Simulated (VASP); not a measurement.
# TiAl3 (I4/mmm) in VASP: settings compared, part 2 of 2

VASP 6.6.1.

## 4. Single point, PBE

This run uses another cell than the first one, of 15.94 Å³/atom.

INCAR reads:

```
PREC = Accurate ; ENCUT = 520
EDIFF = 1E-7 ; ISMEAR = -1
SIGMA = 0.05 ; LREAL = False
LASPH = True ; NELM = 80
ALGO = Normal ; ISIF = 2
LWAVE = False ; LCHARG = False
GGA = PE ; NBANDS = 18
```

KPOINTS reads:

```
regular mesh
0
Gamma
  10 10 10
```

POSCAR reads:

```
TiAl3
1.0
   -1.9235172274      1.9235172274      4.3075032012
    1.9235172274     -1.9235172274      4.3075032012
    1.9235172274      1.9235172274     -4.3075032012
Ti Al
1 3
Direct
    0.0000000000      0.0000000000      0.0000000000
    0.2500000000      0.7500000000      0.5000000000
    0.7500000000      0.2500000000      0.5000000000
    0.5000000000      0.5000000000      0.0000000000
```

Potentials or basis: VASP PAW PBE potentials, release 64 (Ti_sv, Al).

Run with:

```bash
cat potpaw_PBE.64/Ti_sv/POTCAR potpaw_PBE.64/Al/POTCAR > POTCAR
mpirun -np 1 vasp_std > vasp.out
```

OUTCAR:

```text
PREC = Accurate
   ENCUT = 520
   EDIFF = 1E-7
   ISMEAR = -1
   LREAL = False
   LASPH = True
   NELM = 80
   ISIF = 2
   GGA = PE

 ion  position               nearest neighbor table
   1  0.000  0.000  0.000-   4 2.72   4 2.72   4 2.72   4 2.72   3 2.89   2 2.89   3 2.89   2 2.89
                             3 2.89   3 2.89   2 2.89   2 2.89
   2  0.250  0.750  0.500-   3 2.72   3 2.72   3 2.72   3 2.72   4 2.89   1 2.89   4 2.89   4 2.89
                             1 2.89   1 2.89   4 2.89   1 2.89
   3  0.750  0.250  0.500-   2 2.72   2 2.72   2 2.72   2 2.72   4 2.89   1 2.89   4 2.89   1 2.89
                             4 2.89   4 2.89   1 2.89   1 2.89
   4  0.500  0.500  0.000-   1 2.72   1 2.72   1 2.72   1 2.72   3 2.89   2 2.89   3 2.89   3 2.89
                             2 2.89   2 2.89   3 2.89   2 2.89

  LATTYP: Found a body centered tetragonal cell.
 ALAT       =     3.8470344548
 C/A-ratio  =     2.2393889381

  Lattice vectors:

 A1 = (  -1.9235172274,   1.9235172274,   4.3075032012)
 A2 = (   1.9235172274,  -1.9235172274,   4.3075032012)
 A3 = (   1.9235172274,   1.9235172274,  -4.3075032012)

Analysis of symmetry for initial positions (statically):
=====================================================================
 Subroutine PRICEL returns:
 Original cell was already a primitive cell.

 Routine SETGRP: Setting up the symmetry group for a
 body centered tetragonal supercell.

 Subroutine GETGRP returns: Found 16 space group operations
 (whereof 16 operations were pure point group operations)
 out of a pool of 16 trial point group operations.

The static configuration has the point symmetry D_4h.

Analysis of symmetry for dynamics (positions and initial velocities):
=====================================================================
 Subroutine PRICEL returns:
 Original cell was already a primitive cell.

 Routine SETGRP: Setting up the symmetry group for a
 body centered tetragonal supercell.

[... 127 lines left out ...]
     AMIX     =   0.40;   BMIX     =  1.00
     AMIX_MAG =   1.60;   BMIX_MAG =  1.00
  volume/ion in A,a.u.               =      15.94       107.55
  Fermi-wavevector in a.u.,A,eV,Ry     =   1.130634  2.136588 17.392777  1.278333
  Thomas-Fermi vector in A             =   2.267331
   LORBIT       =      0    0 simple, 1 ext, 2 COOP (PROOUT), +10 PAW based schemes
   GGA     = PE    functional components
   LHFCALC =     F    Hartree Fock is set to
   AEXX    =    0.0000 exact exchange contribution
   IVDW    =     0    specifies the selected vdW correction
   LEPSILON=     F    determine dielectric tensor
   LRPA    =     F    only Hartree local field effects (RPA)
 non-spin polarized calculation
  energy-cutoff  :      520.00
  volume of cell :       63.75
 maximum number of plane-waves:      1738
 NGX is ok and might be reduce to    40
   NGX = 19   NGY = 19   NGZ = 19

 number of electron      21.0000000 magnetization

 Free energy of the ion-electron system (eV)
  ---------------------------------------------------
  ext. energy  EPLUGINS =         0.00000000
  ---------------------------------------------------
  free energy    TOTEN  =       -20.66895685 eV

  energy without entropy =      -20.65526908  energy(sigma->0) =      -20.66211296

 E-fermi :   8.1659     XC(G=0): -10.7177

 val. band max:        8.1295314962   @ k =  -0.1000   0.3000   0.1000
 cond. band min:       8.1660359725   @ k =   0.2000   0.0000   0.0000
 fundamental gap:      0.0365044763
 Fermi energy:         8.1659019732

 k-point     1 :       0.0000    0.0000    0.0000
  band No.  band energies     occupation
      1     -48.3335      2.00000
      2     -24.6454      2.00000
      3     -24.6454      2.00000
      4     -24.5677      2.00000
      5      -1.8569      2.00000
      6       5.3238      2.00000
[... 481 lines left out ...]
      5       1.3897      2.00000
      6       2.5044      2.00000
[... 10 lines left out ...]
     17      12.9002      0.00000
     18      14.1226      0.00000

 [... further k-points ...]

------------------------ aborting loop because EDIFF is reached ----------------------------------------

  FORCE on cell =-STRESS in cart. coord.  units (eV):
  Direction    XX          YY          ZZ          XY          YZ          ZX
  --------------------------------------------------------------------------------------
  -------------------------------------------------------------------------------------
  Total       -0.0155660     -0.0155660     -0.0138134      0.0000000      0.0000000      0.0000000
  in kB       -0.3912094     -0.3912094     -0.3471632      0.0000000      0.0000000      0.0000000
  external PRESSURE =      -0.3765273 kB  Pullay stress =       0.0000000 kB

 VOLUME and BASIS-vectors are now :
 -----------------------------------------------------------------------------
  energy-cutoff  :      520.00
  volume of cell :       63.75
      direct lattice vectors                 reciprocal lattice vectors
    -1.923517227  1.923517227  4.307503201     0.000000000  0.259940484  0.116076524
     1.923517227 -1.923517227  4.307503201     0.259940484  0.000000000  0.116076524
     1.923517227  1.923517227 -4.307503201     0.259940484  0.259940484  0.000000000

 POSITION                                       TOTAL-FORCE (eV/Angst)
 -----------------------------------------------------------------------------------
      0.00000      0.00000      0.00000         0.000000     -0.000000      0.000000
      1.92352     -0.00000      2.15375         0.000000      0.000000     -0.000000
     -0.00000      1.92352      2.15375        -0.000000      0.000000      0.000000
      0.00000      0.00000      4.30750         0.000000     -0.000000      0.000000
 -----------------------------------------------------------------------------------
    total drift:                               -0.000000     -0.000000     -0.000000

  FREE ENERGIE OF THE ION-ELECTRON SYSTEM (eV)
  ---------------------------------------------------
  free  energy   TOTEN  =       -20.6689568492 eV

  energy  without entropy=      -20.6552690761  energy(sigma->0) =      -20.66211296
```

stdout:

```text
POSCAR found type information on POSCAR TiAl
 POSCAR found :  2 types and       4 ions
 scaLAPACK will be used
 LDA part: xc-table for (Slater+PW92), standard interpolation
 POSCAR, INCAR and KPOINTS ok, starting setup
 FFT: planning ... GRIDC
 FFT: planning ... GRID_SOFT
 FFT: planning ... GRID
 WAVECAR not read
 entering main loop
```

Wall time 4.8 min (1 thread of Intel Xeon 8259CL, shared host); peak memory 0.31 GiB.

Results:

| Item | Value |
| --- | --- |
| Free energy | -20.6690 eV |
| Pressure | 0.0 GPa |
| Band gap on the k mesh | zero (an odd number of electrons rules out a gap without spin polarisation) |

Levels at points of the mesh, in eV from the Fermi level:
```
           k point  band 7  band 8  band 9  band 10  band 11  band 12  band 13  band 14  band 15  band 16
(0.00, 0.00, 0.00)   -2.60   -1.37   -1.21    -1.21     0.82     1.71     1.71     2.24     2.35     3.72
(0.50, 0.00, 0.00)   -3.57   -2.95   -1.04    -0.24     0.50     1.78     2.07     2.68     3.13     4.42
(0.50, 0.50, 0.00)   -4.36   -3.72   -2.70    -2.19    -0.97     1.74     1.92     2.68     2.79     3.13
(0.50, 0.50, 0.50)   -1.97   -0.93   -0.93    -0.22     0.71     0.71     0.94     3.05     4.61     6.03
```

## 5. Single point, revPBE

This run uses another cell than the first one, of 16.19 Å³/atom.

INCAR reads:

```
SYSTEM = TiAl3
  PREC = Accurate
  ENCUT = 520
  EDIFF = 1E-6
  ISMEAR = -1
  SIGMA = 0.05
  LREAL = .FALSE.
  LASPH = .TRUE.
  NELM = 100
  ALGO = Normal
  ISIF = 2
  LWAVE = .FALSE.
  LCHARG = .FALSE.
  GGA = RE
  NBANDS = 18
```

KPOINTS reads:

```
Automatic mesh
0
G
  10 10 10
  0 0 0
```

POSCAR reads:

```
TiAl3
1.0
   -1.9342008869      1.9342008869      4.3284402028
    1.9342008869     -1.9342008869      4.3284402028
    1.9342008869      1.9342008869     -4.3284402028
Ti Al
1 3
Direct
    0.0000000000      0.0000000000      0.0000000000
    0.2500000000      0.7500000000      0.5000000000
    0.7500000000      0.2500000000      0.5000000000
    0.5000000000      0.5000000000      0.0000000000
```

Potentials or basis: VASP PAW PBE potentials, release 64 (Ti_sv, Al).

Run with:

```bash
cat potpaw_PBE.64/Ti_sv/POTCAR potpaw_PBE.64/Al/POTCAR > POTCAR
mpirun -np 1 vasp_std > vasp.out
```

OUTCAR:

```text
SYSTEM = TiAl3
   PREC = Accurate
   ENCUT = 520
   EDIFF = 1E-6
   ISMEAR = -1
   LREAL = .FALSE.
   LASPH = .TRUE.
   NELM = 100
   ISIF = 2
   GGA = RE

 ion  position               nearest neighbor table
   1  0.000  0.000  0.000-   4 2.74   4 2.74   4 2.74   4 2.74   3 2.90   2 2.90   3 2.90   2 2.90
                             3 2.90   3 2.90   2 2.90   2 2.90
   2  0.250  0.750  0.500-   3 2.74   3 2.74   3 2.74   3 2.74   4 2.90   1 2.90   4 2.90   4 2.90
                             1 2.90   1 2.90   4 2.90   1 2.90
[... 709 lines left out ...]
  Direction    XX          YY          ZZ          XY          YZ          ZX
  --------------------------------------------------------------------------------------
  -------------------------------------------------------------------------------------
  Total       -0.0764082     -0.0764082     -0.0823111      0.0000000      0.0000000      0.0000000
  in kB       -1.8899749     -1.8899749     -2.0359854      0.0000000      0.0000000      0.0000000
  external PRESSURE =      -1.9386451 kB  Pullay stress =       0.0000000 kB

 VOLUME and BASIS-vectors are now :
 -----------------------------------------------------------------------------
  energy-cutoff  :      520.00
  volume of cell :       64.77
      direct lattice vectors                 reciprocal lattice vectors
    -1.934200887  1.934200887  4.328440203     0.000000000  0.258504690  0.115515053
     1.934200887 -1.934200887  4.328440203     0.258504690  0.000000000  0.115515053
     1.934200887  1.934200887 -4.328440203     0.258504690  0.258504690  0.000000000

 POSITION                                       TOTAL-FORCE (eV/Angst)
 -----------------------------------------------------------------------------------
      0.00000      0.00000      0.00000        -0.000000      0.000000      0.000000
      1.93420      0.00000      2.16422         0.000000     -0.000000      0.000000
      0.00000      1.93420      2.16422        -0.000000      0.000000     -0.000000
      0.00000      0.00000      4.32844        -0.000000      0.000000      0.000000
 -----------------------------------------------------------------------------------
    total drift:                               -0.000000     -0.000000     -0.000000

  FREE ENERGIE OF THE ION-ELECTRON SYSTEM (eV)
  ---------------------------------------------------
  free  energy   TOTEN  =       -19.7504093586 eV

  energy  without entropy=      -19.7365714426  energy(sigma->0) =      -19.74349040
```

OSZICAR:

```text
N       E                     dE             d eps       ncg     rms          rms(c)
DAV:   1     0.121467444533E+03    0.12147E+03   -0.91431E+03  3672   0.107E+03
DAV:   2    -0.130442628865E+02   -0.13451E+03   -0.13054E+03  3734   0.283E+02
DAV:   3    -0.215813057656E+02   -0.85370E+01   -0.83431E+01  5846   0.662E+01
DAV:   4    -0.218023416428E+02   -0.22104E+00   -0.22055E+00  4626   0.977E+00
DAV:   5    -0.218092736496E+02   -0.69320E-02   -0.69308E-02  5630   0.174E+00    0.109E+01
DAV:   6    -0.206152234043E+02    0.11941E+01   -0.21629E+01  5040   0.347E+01    0.745E+00
DAV:   7    -0.198392905324E+02    0.77593E+00   -0.91703E+00  4722   0.210E+01    0.310E+00
DAV:   8    -0.198194049118E+02    0.19886E-01   -0.13634E+00  4680   0.902E+00    0.203E+00
DAV:   9    -0.197504193220E+02    0.68986E-01   -0.48466E-01  4760   0.509E+00    0.266E-01
DAV:  10    -0.197525079925E+02   -0.20887E-02   -0.11081E-02  4416   0.683E-01    0.324E-01
DAV:  11    -0.197504221241E+02    0.20859E-02   -0.84448E-03  5128   0.619E-01    0.540E-02
DAV:  12    -0.197504086935E+02    0.13431E-04   -0.32979E-04  4840   0.123E-01    0.370E-02
DAV:  13    -0.197504093586E+02   -0.66512E-06   -0.57216E-06  4284   0.175E-02
   1 F= -.19750409E+02 E0= -.19743490E+02  d E =-.138379E-01
```

Run time: 3.9 min. Hardware: 1 thread of Intel Xeon 8259CL, shared host; peak memory 0.31 GiB.

Results:

| Quantity | Value |
| --- | --- |
| Free energy | -19.7504 eV |
| Pressure | -0.2 GPa |
| Band gap on the k mesh | zero (an odd number of electrons rules out a gap without spin polarisation) |

Levels at points of the mesh, in eV from the Fermi level:
| k point | band 8 | band 9 | band 10 | band 11 | band 12 | band 13 | band 14 | band 15 |
| --- | --- | --- | --- | --- | --- | --- | --- | --- |
| (0.00, 0.00, 0.00) | -1.34 | -1.20 | -1.20 | 0.81 | 1.67 | 1.67 | 2.21 | 2.30 |
| (0.50, 0.00, 0.00) | -2.95 | -1.04 | -0.23 | 0.50 | 1.76 | 2.03 | 2.63 | 3.09 |
| (0.50, 0.50, 0.00) | -3.70 | -2.70 | -2.18 | -0.95 | 1.70 | 1.89 | 2.64 | 2.73 |
| (0.50, 0.50, 0.50) | -0.94 | -0.94 | -0.22 | 0.70 | 0.70 | 0.92 | 3.01 | 4.53 |

Caveat: the PAW data sets were made with another functional, which shifts forces and pressure a little.

## 6. Single point, RPBE

This run uses another cell than the first one, of 16.28 Å³/atom.

INCAR reads:

```
  ALGO = Normal
  EDIFF = 1E-6
  ENCUT = 520
  GGA = RP
  ISIF = 2
  ISMEAR = -1
  LASPH = T
  LCHARG = F
  LREAL = F
  LWAVE = F
  NBANDS = 18
  NELM = 60
  PREC = Accurate
  SIGMA = 0.05
```

KPOINTS reads:

```
k-points
0
Gamma
  10 10 10
```

POSCAR reads:

```
TiAl3
1.0
   -1.9376690430      1.9376690430      4.3354117264
    1.9376690430     -1.9376690430      4.3354117264
    1.9376690430      1.9376690430     -4.3354117264
Ti Al
1 3
Direct
    0.0000000000      0.0000000000      0.0000000000
    0.2500000000      0.7500000000      0.5000000000
    0.7500000000      0.2500000000      0.5000000000
    0.5000000000      0.5000000000      0.0000000000
```

Potentials or basis: VASP PAW PBE potentials, release 64 (Ti_sv, Al).

Run with:

```bash
cat potpaw_PBE.64/Ti_sv/POTCAR potpaw_PBE.64/Al/POTCAR > POTCAR
mpirun -np 1 vasp_std > vasp.out
```

It took 3.5 min on 1 thread of Intel Xeon 8259CL, shared host; peak memory 0.31 GiB.

Results (log left out):

```
Free energy            : -19.5236 eV
Pressure               : -0.2 GPa
Band gap on the k mesh : zero (an odd number of electrons rules out a gap without spin polarisation)
```

Levels at points of the mesh, in eV from the Fermi level:
```csv
k point,band 8,band 9,band 10,band 11,band 12,band 13,band 14,band 15
"(0.00, 0.00, 0.00)",-1.33,-1.20,-1.20,0.80,1.65,1.65,2.20,2.28
"(0.50, 0.00, 0.00)",-2.95,-1.03,-0.23,0.50,1.75,2.02,2.62,3.07
"(0.50, 0.50, 0.00)",-3.69,-2.70,-2.18,-0.94,1.69,1.89,2.62,2.72
"(0.50, 0.50, 0.50)",-0.95,-0.95,-0.22,0.70,0.70,0.91,3.00,4.50
```

Caveat: the PAW data sets were made with another functional, which shifts forces and pressure a little.

## 7. Summary

| level | cell | gap on the mesh (eV) | pressure (GPa) |
| --- | --- | --- | --- |
| PBEsol | a = 5.025 Å, angles 135.6, 135.6, 64.6°, 4 atoms | none | 2.1 |
| PBEsol | a = 5.054 Å, angles 135.6, 135.6, 64.6°, 4 atoms | none | 0.1 |
| PBE | a = 5.095 Å, angles 135.6, 135.6, 64.5°, 4 atoms | none | 0.0 |
| revPBE | a = 5.120 Å, angles 135.6, 135.6, 64.6°, 4 atoms | none | -0.2 |
| RPBE | a = 5.129 Å, angles 135.6, 135.6, 64.6°, 4 atoms | none | -0.2 |

Alike in all rows: task single point; potentials or basis VASP PAW PBE potentials, release 64 (Ti_sv, Al); no spin polarisation; k mesh 10 × 10 × 10; cutoff (eV) 520; smearing fermi-dirac 0.05 eV.

Caveats: the PAW data sets were made with another functional, which shifts forces and pressure a little (at least some runs).

Total energies depend on the potentials used, so only differences within one code and one set of settings carry meaning.
